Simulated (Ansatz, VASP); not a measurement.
## One calculation of CsI, two programs

```
Cs I
1.0
     4.40171    0.00000    0.00000
     0.00000    4.40171    0.00000
     0.00000    0.00000    4.42371
Cs I
1 1
Direct
  0.00000 0.00000 0.00000
  0.50000 0.50000 0.50000
```

Change from the starting cell: z stretched by +0.5 %, x and y held.

Alike in both runs: task single point; functional LDA; k mesh 6 × 6 × 6; no spin polarisation.

|  | VASP | Ansatz |
| --- | --- | --- |
| version | VASP 6.6.1 | Ansatz 0.2.0 |
| potentials or method | VASP PAW LDA potentials, release 64 (Cs_sv, I), cutoff 500 eV | all-electron LAPW, scalar-relativistic |
| occupations | gaussian, width 0.01 eV | fixed |

Ansatz gave:

| Quantity | Value |
| --- | --- |
| gap on the k mesh at the Fermi level (eV) | 3.80 |
| pressure (GPa) | -0.1 |
| traceless stress, the component that is largest in VASP (GPa) | -0.06 |

**Question.** What did VASP give for the same quantities?

**Answer.** gap on the k mesh at the Fermi level (eV): 3.76; pressure (GPa): 0.0; traceless stress, the component that is largest in VASP (GPa): -0.06.

LDA's correlation is that of Perdew and Zunger in VASP and of Perdew and Wang (1992) in Ansatz. Ansatz ran all-electron here, and VASP with PAW potentials.

Spin-orbit coupling is off throughout.
